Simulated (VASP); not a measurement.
# PtSe2 in VASP: notebook, part 2 of 2

VASP 6.6.1. The steps go on from the part before.

**4. Single point, r2SCAN (atom 1 (Pt) moved 0.05 Å along x)**

POSCAR reads:

```
PtSe2
1.0
    3.7166002913      0.0000000000      0.0000000000
   -1.8583001457      3.2186702680      0.0000000000
    0.0000000000      0.0000000000      5.8297268771
Pt Se
1 2
Direct
    0.0134531551      0.0000000000      0.0000000000
    0.3333333333      0.6666666667      0.2249744229
    0.6666666667      0.3333333333      0.7750255771
```

INCAR.step1 reads:

```
SYSTEM = PtSe2
PREC = Accurate
ENCUT = 520
ISMEAR = 0
SIGMA = 0.05
LREAL = .FALSE.
LASPH = .TRUE.
NELM = 100
NBANDS = 18
GGA = PE
ALGO = Normal
EDIFF = 1E-4
LWAVE = .TRUE.
LCHARG = .FALSE.
```

INCAR.step2 reads:

```
SYSTEM = PtSe2
PREC = Accurate
ENCUT = 520
EDIFF = 1E-6
ISMEAR = 0
SIGMA = 0.05
LREAL = .FALSE.
LASPH = .TRUE.
NELM = 100
ALGO = Normal
ISIF = 2
LWAVE = .FALSE.
LCHARG = .FALSE.
METAGGA = R2SCAN
LMIXTAU = .TRUE.
NBANDS = 18
ISTART = 1
```

KPOINTS reads:

```
regular mesh
0
G
  8 8 4
  0 0 0
```

Potentials or basis: VASP PAW PBE potentials, release 64 (Pt, Se).

Started as:

```sh
$ cat potpaw_PBE.64/Pt/POTCAR potpaw_PBE.64/Se/POTCAR > POTCAR
$ cp INCAR.step1 INCAR
$ mpirun -np 1 vasp_std > vasp.out
$ cp INCAR.step2 INCAR
$ mpirun -np 1 vasp_std > vasp.out
```

OUTCAR:

```text
SYSTEM = PtSe2
   PREC = Accurate
   ENCUT = 520
   EDIFF = 1E-6
   ISMEAR = 0
   LREAL = .FALSE.
   LASPH = .TRUE.
   NELM = 100
   ISIF = 2
   METAGGA = R2SCAN
   ISTART = 1

 ion  position               nearest neighbor table
   1  0.013  0.000  0.000-   2 2.48   3 2.48   3 2.52   2 2.52   3 2.55   2 2.55
   2  0.333  0.667  0.225-   1 2.48   1 2.52   1 2.55
   3  0.667  0.333  0.775-   1 2.48   1 2.52   1 2.55

  LATTYP: Found a hexagonal cell.
 ALAT       =     3.7166002913
 C/A-ratio  =     1.5685643922

  Lattice vectors:
[... 677 lines left out ...]
      5      -1.3694      2.00000
      6       0.3651      2.00000
[... 10 lines left out ...]
     17      13.4149      0.00000
     18      13.8011      0.00000

 [... further k-points ...]
[... 5 lines left out ...]
  --------------------------------------------------------------------------------------
  -------------------------------------------------------------------------------------
  Total        0.1343785      0.0907010      0.0753976     -0.0000000     -0.0437992      0.0000000
  in kB        3.0872366      2.0837805      1.7321974     -0.0000000     -1.0062517      0.0000000
  external PRESSURE =       2.3010715 kB  Pullay stress =       0.0000000 kB

 VOLUME and BASIS-vectors are now :
 -----------------------------------------------------------------------------
  energy-cutoff  :      520.00
  volume of cell :       69.74
      direct lattice vectors                 reciprocal lattice vectors
     3.716600291  0.000000000  0.000000000     0.269063101  0.155343654  0.000000000
    -1.858300146  3.218670268  0.000000000     0.000000000  0.310687308  0.000000000
     0.000000000  0.000000000  5.829726877     0.000000000  0.000000000  0.171534623

 POSITION                                       TOTAL-FORCE (eV/Angst)
 -----------------------------------------------------------------------------------
      0.05000      0.00000      0.00000        -0.763530      0.000000      0.000000
     -0.00000      2.14578      1.31154         0.381765     -0.016636      0.029758
      1.85830      1.07289      4.51819         0.381765      0.016636     -0.029758
 -----------------------------------------------------------------------------------
    total drift:                               -0.000071      0.000000      0.000000

  FREE ENERGIE OF THE ION-ELECTRON SYSTEM (eV)
  ---------------------------------------------------
  free  energy   TOTEN  =       -81.4783153313 eV

  energy  without entropy=      -81.4783153313  energy(sigma->0) =      -81.47831533
```

OUTCAR.step1:

```text
SYSTEM = PtSe2
   PREC = Accurate
   ENCUT = 520
   ISMEAR = 0
   LREAL = .FALSE.
   LASPH = .TRUE.
[... 729 lines left out ...]
      0.05000      0.00000      0.00000        -0.767543      0.000000      0.000000
     -0.00000      2.14578      1.31154         0.383771     -0.017079      0.162700
      1.85830      1.07289      4.51819         0.383771      0.017079     -0.162700
 -----------------------------------------------------------------------------------
    total drift:                               -0.000242      0.000000     -0.000000

  FREE ENERGIE OF THE ION-ELECTRON SYSTEM (eV)
  ---------------------------------------------------
  free  energy   TOTEN  =       -14.2615812691 eV

  energy  without entropy=      -14.2615812691  energy(sigma->0) =      -14.26158127
```

OSZICAR.step1:

```text
N       E                     dE             d eps       ncg     rms          rms(c)
DAV:   1     0.113297307825E+03    0.11330E+03   -0.98235E+03  2832   0.106E+03
DAV:   2    -0.935179332049E+01   -0.12265E+03   -0.11857E+03  3424   0.209E+02
DAV:   3    -0.150492494303E+02   -0.56975E+01   -0.56565E+01  3456   0.449E+01
DAV:   4    -0.151008378882E+02   -0.51588E-01   -0.51563E-01  3476   0.460E+00
DAV:   5    -0.151014710182E+02   -0.63313E-03   -0.63311E-03  3448   0.496E-01    0.124E+01
DAV:   6    -0.144754120995E+02    0.62606E+00   -0.40563E+00  2892   0.191E+01    0.708E+00
DAV:   7    -0.142802787769E+02    0.19513E+00   -0.79977E-01  2884   0.883E+00    0.368E+00
DAV:   8    -0.142637326563E+02    0.16546E-01   -0.49362E-02  3148   0.157E+00    0.760E-01
DAV:   9    -0.142612828656E+02    0.24498E-02   -0.79035E-03  3110   0.881E-01    0.180E-01
DAV:  10    -0.142615793660E+02   -0.29650E-03   -0.14484E-03  3242   0.234E-01    0.500E-02
DAV:  11    -0.142615812691E+02   -0.19031E-05   -0.58971E-05  2032   0.655E-02
   1 F= -.14261581E+02 E0= -.14261581E+02  d E =-.769502E-12
```

Wall time 4.5 min (1 thread of Intel Xeon Platinum 8559C (Emerald Rapids), shared host); peak memory 0.26 GiB.

Results:

| Quantity | Value |
| --- | --- |
| Free energy | -81.4783 eV |
| Pressure | 0.2 GPa |
| Largest force | 0.764 eV/Å |
| Band gap on the k mesh | 0.65 eV, indirect (least direct gap 0.87 eV) |

Forces in eV/Å, atoms in the order of the input:
```
Pt  -0.764  0.000  0.000
Se   0.382 -0.017  0.030
Se   0.382  0.017 -0.030
```

Caveat: the cell differs from its parent crystal (atom 1 (Pt) moved 0.05 Å along x); the PAW data sets were made with another functional, which shifts forces and pressure a little; spin-orbit coupling is left out, which moves the levels of the heavy elements. A k mesh can miss the band edges.

**5. Summary**

```tsv
task	level	cell	k mesh	cutoff (eV)	gap on the mesh (eV)	pressure (GPa)	largest force (eV/Å)
single point	r2SCAN	a = 3.716, b = 3.716, c = 6.240 Å, angles 90.0, 90.0, 120.0°, 3 atoms	8 × 8 × 4	520	0.97	-0.4	0.01
relaxation of cell and atoms	PBE	relaxed from a = 3.736, b = 3.736, c = 5.079 Å, angles 90.0, 90.0, 120.0°, 3 atoms	6 × 6 × 4	600	0.90	0.0	0.02
single point	r2SCAN	a = 3.717, b = 3.717, c = 5.830 Å, angles 90.0, 90.0, 120.0°, 3 atoms	8 × 8 × 4	520	0.65	0.2	0.76
```

Alike in all rows: potentials or basis VASP PAW PBE potentials, release 64 (Pt, Se); no spin polarisation; smearing gaussian 0.05 eV.

Caveats: spin-orbit coupling is left out, which moves the levels of the heavy elements; the PAW data sets were made with another functional, which shifts forces and pressure a little (some runs); this functional lacks dispersion, which binds the layers, so the pressure and a relaxed spacing across them are unreliable (some runs).

Total energies depend on the potentials used, so only differences within one code and one set of settings carry meaning.
